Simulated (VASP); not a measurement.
# OsRhC4N4 (P-43m) in VASP: notebook

OsRhC4N4 is run at these levels: PBE; tasks: single point.

Everything below comes from runs of VASP 6.6.1. Logs are shortened: lines on timing, memory, paths and dates and some standing lists are left out, and cuts for length are marked.

**1. The cell of the first run**

The structure is cubic, space group P-43m (No. 215). Conventional cell: a = 5.783 Å, b = 5.783 Å, c = 5.783 Å, α = 90.00°, β = 90.00°, γ = 90.00°. Within 2.5 Å of Os (site symmetry -43m) lie 4 N at 1.88 Å. Within 2.5 Å of Rh (site symmetry -43m) lie 4 C at 1.92 Å. C (site symmetry 3m) has 1 N at 1.21 Å within 1.6 Å. N (site symmetry 3m) has 1 C at 1.21 Å within 1.6 Å.

**2. Single point, PBE**

The input, INCAR:

```
PREC = Accurate
ENCUT = 520
EDIFF = 1E-7
ISMEAR = 0
SIGMA = 0.1
LREAL = F
LASPH = T
NELM = 60
ALGO = Normal
ISIF = 2
LWAVE = F
LCHARG = F
GGA = PE
NBANDS = 40
```

The input, KPOINTS:

```
regular mesh
0
Gamma
  8 8 8
```

The input, POSCAR:

```
OsRhC4N4
1.0
    5.7830570000      0.0000000000      0.0000000000
    0.0000000000      5.7830570000      0.0000000000
    0.0000000000      0.0000000000      5.7830570000
Os Rh C N
1 1 4 4
Direct
    0.5000000000      0.5000000000      0.5000000000
    0.0000000000      0.0000000000      0.0000000000
    0.1917203931      0.1917203931      0.1917203931
    0.1917203931      0.8082796069      0.8082796069
    0.8082796069      0.1917203931      0.8082796069
    0.8082796069      0.8082796069      0.1917203931
    0.3121111062      0.3121111062      0.3121111062
    0.3121111062      0.6878888938      0.6878888938
    0.6878888938      0.3121111062      0.6878888938
    0.6878888938      0.6878888938      0.3121111062
```

Potentials or basis: VASP PAW PBE potentials, release 64 (Os, Rh_pv, C, N).

Run with:

```sh
cat potpaw_PBE.64/Os/POTCAR potpaw_PBE.64/Rh_pv/POTCAR potpaw_PBE.64/C/POTCAR potpaw_PBE.64/N/POTCAR > POTCAR
mpirun -np 1 vasp_std > vasp.out
```

OUTCAR:

```text
PREC = Accurate
   ENCUT = 520
   EDIFF = 1E-7
   ISMEAR = 0
   LREAL = F
   LASPH = T
   NELM = 60
   ISIF = 2
   GGA = PE

 ion  position               nearest neighbor table
   1  0.500  0.500  0.500-   7 1.88   8 1.88   9 1.88  10 1.88
   2  0.000  0.000  0.000-   3 1.92   4 1.92   5 1.92   6 1.92
   3  0.192  0.192  0.192-   7 1.21   2 1.92
   4  0.192  0.808  0.808-   8 1.21   2 1.92
   5  0.808  0.192  0.808-   9 1.21   2 1.92
   6  0.808  0.808  0.192-  10 1.21   2 1.92
   7  0.312  0.312  0.312-   3 1.21   1 1.88
   8  0.312  0.688  0.688-   4 1.21   1 1.88
   9  0.688  0.312  0.688-   5 1.21   1 1.88
  10  0.688  0.688  0.312-   6 1.21   1 1.88

  LATTYP: Found a simple cubic cell.
 ALAT       =     5.7830570000

  Lattice vectors:

 A1 = (   5.7830570000,   0.0000000000,   0.0000000000)
 A2 = (   0.0000000000,   5.7830570000,   0.0000000000)
 A3 = (   0.0000000000,   0.0000000000,   5.7830570000)

Analysis of symmetry for initial positions (statically):
=====================================================================
 Subroutine PRICEL returns:
 Original cell was already a primitive cell.

 Routine SETGRP: Setting up the symmetry group for a
 simple cubic supercell.

 Subroutine GETGRP returns: Found 24 space group operations
 (whereof 24 operations were pure point group operations)
 out of a pool of 48 trial point group operations.

The static configuration has the point symmetry T_d .

Analysis of symmetry for dynamics (positions and initial velocities):
=====================================================================
 Subroutine PRICEL returns:
 Original cell was already a primitive cell.

 Routine SETGRP: Setting up the symmetry group for a
 simple cubic supercell.

 Subroutine GETGRP returns: Found 24 space group operations
 (whereof 24 operations were pure point group operations)
 out of a pool of 48 trial point group operations.

The dynamic configuration has the point symmetry T_d .

 Subroutine INISYM returns: Found 24 space group operations
 (whereof 24 operations are pure point group operations),
 and found     1 'primitive' translations

----------------------------------------------------------------------------------------

                                     Primitive cell

  volume of cell :     193.4071

  direct lattice vectors                    reciprocal lattice vectors
     5.783057000  0.000000000  0.000000000     0.172918925  0.000000000  0.000000000
     0.000000000  5.783057000  0.000000000     0.000000000  0.172918925  0.000000000
     0.000000000  0.000000000  5.783057000     0.000000000  0.000000000  0.172918925

  length of vectors
     5.783057000  5.783057000  5.783057000     0.172918925  0.172918925  0.172918925

  position of ions in fractional coordinates (direct lattice)
     0.500000000  0.500000000  0.500000000
     0.000000000  0.000000000  0.000000000
     0.191720393  0.191720393  0.191720393
     0.191720393  0.808279607  0.808279607
     0.808279607  0.191720393  0.808279607
     0.808279607  0.808279607  0.191720393
     0.312111106  0.312111106  0.312111106
     0.312111106  0.687888894  0.687888894
     0.687888894  0.312111106  0.687888894
     0.687888894  0.687888894  0.312111106

  ion indices of the primitive-cell ions
   primitive index   ion index
                 1           1
                 2           2
                 3           3
                 4           4
                 5           5
                 6           6
                 7           7
                 8           8
                 9           9
                10          10

----------------------------------------------------------------------------------------

 KPOINTS: regular mesh

Automatic generation of k-mesh.
 Grid dimensions read from file:
 generate k-points for:    8    8    8

 Generating k-lattice:

  Cartesian coordinates                     Fractional coordinates (reciprocal lattice)
     0.021614866  0.000000000  0.000000000     0.125000000  0.000000000  0.000000000
     0.000000000  0.021614866  0.000000000     0.000000000  0.125000000  0.000000000
     0.000000000  0.000000000  0.021614866     0.000000000  0.000000000  0.125000000

  Length of vectors
     0.021614866  0.021614866  0.021614866

  Shift w.r.t. Gamma in fractional coordinates (k-lattice)
     0.000000000  0.000000000  0.000000000

 Subroutine IBZKPT returns following result:
 ===========================================

 Found     35 irreducible k-points:

 Following reciprocal coordinates:
            Coordinates               Weight
  0.000000  0.000000  0.000000      1.000000
  0.125000  0.000000  0.000000      6.000000
  0.250000  0.000000  0.000000      6.000000
  0.375000  0.000000  0.000000      6.000000
  0.500000  0.000000  0.000000      3.000000
  0.125000  0.125000  0.000000     12.000000
[... 16 lines left out ...]
  0.375000  0.375000  0.125000     24.000000
  0.500000  0.375000  0.125000     24.000000
 [... further k-points ...]
   k-points           NKPTS =     35   k-points in BZ     NKDIM =     35   number of bands    NBANDS=     40
   number of dos      NEDOS =    301   number of ions     NIONS =     10
   total plane-waves  NPLWV = 110592
   dimension x,y,z NGX =    48 NGY =   48 NGZ =   48
   dimension x,y,z NGXF=    96 NGYF=   96 NGZF=   96
   ions per type =               1   1   4   4
   NGX,Y,Z   is equivalent  to a cutoff of  13.80, 13.80, 13.80 a.u.
   NGXF,Y,Z  is equivalent  to a cutoff of  27.60, 27.60, 27.60 a.u.
 SYSTEM =  unknown system
   PREC   = accura    normal or accurate (medium, high low for compatibility)
   ISTART =      0    job   : 0-new  1-cont  2-samecut
   ICHARG =      2    charge: 1-file 2-atom 10-const
   ISPIN  =      1    spin polarized calculation?
   LNONCOLLINEAR =      F non collinear calculations
   LSORBIT =      F    spin-orbit coupling
   LASPH  =      T    aspherical Exc in radial PAW
   ENCUT  =  520.0 eV  38.22 Ry    6.18 a.u.  10.75 10.75 10.75*2*pi/ulx,y,z
   NELM   =     60;   NELMIN=  2; NELMDL= -5     # of ELM steps
   EDIFF  = 0.1E-06   stopping-criterion for ELM
   LREAL  =      F    real-space projection
   EDIFFG = 0.1E-05   stopping-criterion for IOM
   NSW    =      0    number of steps for IOM
   IBRION =     -1    ionic relax: 0-MD 1-quasi-New 2-CG
   NFREE  =      0    steps in history (QN), initial steepest desc. (CG)
   ISIF   =      2    stress and relaxation
   ISYM   =      2    0-nonsym 1-usesym 2-fastsym
   POTIM  = 0.5000    time-step for ionic-motion
   TEBEG  =    0.0;   TEEND  =   0.0 temperature during run
   PSTRESS=    0.0 pullay stress
   NELECT =      59.0000    total number of electrons
   NUPDOWN=      -1.0000    fix difference up-down
   EMIN   =  10.00;   EMAX   =-10.00  energy-range for DOS
   EFERMI =   0.00;   METHOD = LEGACY
   ISMEAR =     0;   SIGMA  =   0.10  broadening in eV -4-tet -1-fermi 0-gaus
   EFERMI_NEDOS =   21; number of points for ismear=-14 and -15
   IALGO  =     38    algorithm
   IMIX   =      4    mixing-type and parameters
     AMIX     =   0.40;   BMIX     =  1.00
     AMIX_MAG =   1.60;   BMIX_MAG =  1.00
  volume/ion in A,a.u.               =      19.34       130.52
  Fermi-wavevector in a.u.,A,eV,Ry     =   1.102050  2.082573 16.524474  1.214515
  Thomas-Fermi vector in A             =   2.238487
   LORBIT       =      0    0 simple, 1 ext, 2 COOP (PROOUT), +10 PAW based schemes
   GGA     = PE    functional components
   LHFCALC =     F    Hartree Fock is set to
   AEXX    =    0.0000 exact exchange contribution
   IVDW    =     0    specifies the selected vdW correction
   LEPSILON=     F    determine dielectric tensor
   LRPA    =     F    only Hartree local field effects (RPA)
 non-spin polarized calculation
 Gauss-broadening in eV      SIGMA  =   0.10
  energy-cutoff  :      520.00
  volume of cell :      193.41
 maximum number of plane-waves:      5248
 NGX is ok and might be reduce to    48
   NGX = 21   NGY = 21   NGZ = 21

 number of electron      58.9999995 magnetization

 Free energy of the ion-electron system (eV)
  ---------------------------------------------------
  ext. energy  EPLUGINS =         0.00000000
  ---------------------------------------------------
  free energy    TOTEN  =       -81.16331725 eV

  energy without entropy =      -81.13522620  energy(sigma->0) =      -81.14927173

 E-fermi :   0.4208     XC(G=0):  -7.7967

 val. band max:        0.4010246525   @ k =   0.3750   0.3750   0.1250
 cond. band min:       0.4241760236   @ k =   0.2500   0.2500   0.0000
 fundamental gap:      0.0231513712
 Fermi energy:         0.4207659128

 k-point     1 :       0.0000    0.0000    0.0000
  band No.  band energies     occupation
      1     -46.8694      2.00000
      2     -46.8694      2.00000
      3     -46.8694      2.00000
      4     -18.1791      2.00000
      5     -17.9702      2.00000
      6     -17.9702      2.00000
[... 32 lines left out ...]
     39       5.5543      0.00000
     40       5.6126      0.00000

 k-point     2 :       0.1250    0.0000    0.0000
  band No.  band energies     occupation
      1     -46.8694      2.00000
      2     -46.8694      2.00000
      3     -46.8694      2.00000
      4     -18.1743      2.00000
      5     -17.9751      2.00000
      6     -17.9703      2.00000
[... 935 lines left out ...]
     39       5.2543      0.00000
     40       5.4604      0.00000

 k-point    24 :       0.5000    0.3750    0.1250
  band No.  band energies     occupation
      1     -46.8694      2.00000
      2     -46.8694      2.00000
      3     -46.8694      2.00000
      4     -18.1216      2.00000
      5     -17.9970      2.00000
      6     -17.9868      2.00000
[... 32 lines left out ...]
     39       5.2922      0.00000
     40       5.3979      0.00000

 [... further k-points ...]

------------------------ aborting loop because EDIFF is reached ----------------------------------------

  FORCE on cell =-STRESS in cart. coord.  units (eV):
  Direction    XX          YY          ZZ          XY          YZ          ZX
  --------------------------------------------------------------------------------------
  -------------------------------------------------------------------------------------
  Total        0.6724263      0.6724263      0.6724263      0.0000000      0.0000000      0.0000000
  in kB        5.5703551      5.5703551      5.5703551      0.0000000      0.0000000      0.0000000
  external PRESSURE =       5.5703551 kB  Pullay stress =       0.0000000 kB

 VOLUME and BASIS-vectors are now :
 -----------------------------------------------------------------------------
  energy-cutoff  :      520.00
  volume of cell :      193.41
      direct lattice vectors                 reciprocal lattice vectors
     5.783057000  0.000000000  0.000000000     0.172918925  0.000000000  0.000000000
     0.000000000  5.783057000  0.000000000     0.000000000  0.172918925  0.000000000
     0.000000000  0.000000000  5.783057000     0.000000000  0.000000000  0.172918925

 POSITION                                       TOTAL-FORCE (eV/Angst)
 -----------------------------------------------------------------------------------
      2.89153      2.89153      2.89153        -0.000000      0.000000     -0.000000
      0.00000      0.00000      0.00000        -0.000000     -0.000000     -0.000000
      1.10873      1.10873      1.10873        -0.109336     -0.109336     -0.109336
      1.10873      4.67433      4.67433        -0.109336      0.109336      0.109336
      4.67433      1.10873      4.67433         0.109336     -0.109336      0.109336
      4.67433      4.67433      1.10873         0.109336      0.109336     -0.109336
      1.80496      1.80496      1.80496        -0.032308     -0.032308     -0.032308
      1.80496      3.97810      3.97810        -0.032308      0.032308      0.032308
      3.97810      1.80496      3.97810         0.032308     -0.032308      0.032308
      3.97810      3.97810      1.80496         0.032308      0.032308     -0.032308
 -----------------------------------------------------------------------------------
    total drift:                               -0.000000     -0.000000      0.000000

  FREE ENERGIE OF THE ION-ELECTRON SYSTEM (eV)
  ---------------------------------------------------
  free  energy   TOTEN  =       -81.1633172514 eV

  energy  without entropy=      -81.1352262029  energy(sigma->0) =      -81.14927173
```

Wall time 3.2 min (1 thread of Intel Xeon 6975P-C (Granite Rapids), shared host); peak memory 0.49 GiB.

Results:

```
Free energy            : -81.1633 eV
Pressure               : 0.6 GPa
Largest force          : 0.189 eV/Å
Band gap on the k mesh : zero (an odd number of electrons rules out a gap without spin polarisation)
```

Forces on the atoms (eV/Å):
```
Os   0.000  0.000  0.000
Rh   0.000  0.000  0.000
C   -0.109 -0.109 -0.109
C   -0.109  0.109  0.109
C    0.109 -0.109  0.109
C    0.109  0.109 -0.109
N   -0.032 -0.032 -0.032
N   -0.032  0.032  0.032
N    0.032 -0.032  0.032
N    0.032  0.032 -0.032
```

Caveat: spin-orbit coupling is left out, which moves the levels of the heavy elements.

(Continued in part 2 of 2.)

The gap in the log of VASP goes by the Fermi energy; the results here count the filled bands.